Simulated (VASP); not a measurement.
Runs of VASP 6.6.1 on BSe. The structure is that of space group Fm-3m (No. 225), or close to it. The cells are those of the table. 

```csv
task,cell,k mesh,gap on the mesh (eV),pressure (GPa),relaxed volume (Å³/atom)
single point,"a = 3.327 Å, angles 60.0°, 2 atoms",20 × 20 × 20,none,0.1,-
single point,"a = 3.320 Å, angles 60.0°, 2 atoms",6 × 6 × 6,none,0.1,-
single point,"a = 3.604 Å, angles 60.0°, 2 atoms",6 × 6 × 6,none,(a),-
relaxation of cell and atoms,"relaxed from a = 3.688 Å, angles 59.3°, 2 atoms",6 × 6 × 6,none,0.0,12.94
relaxation of cell and atoms,"relaxed from a = 3.604 Å, angles 60.0°, 2 atoms",6 × 6 × 6,none,0.0,12.94
single point,"a = 3.688 Å, angles 59.3°, 2 atoms",6 × 6 × 6,none,-17.4,-
```

Alike in all rows: level PBE; potentials or basis VASP PAW PBE potentials, release 64 (B, Se); no spin polarisation; cutoff (eV) 500; smearing gaussian 0.1 eV.

**Question.** Estimate the missing entries.

**Answer.** (a) -16.3.

Caveats: some runs use coarse meshes; the cell stands under tension (at least some runs); the volume moved by over 15 % at a fixed basis, so the end points are rough (at least some runs).

A k mesh can miss the band edges, and the runs leave out spin-orbit coupling on Se.

A gap of «none» marks levels without a gap at the run's occupations.
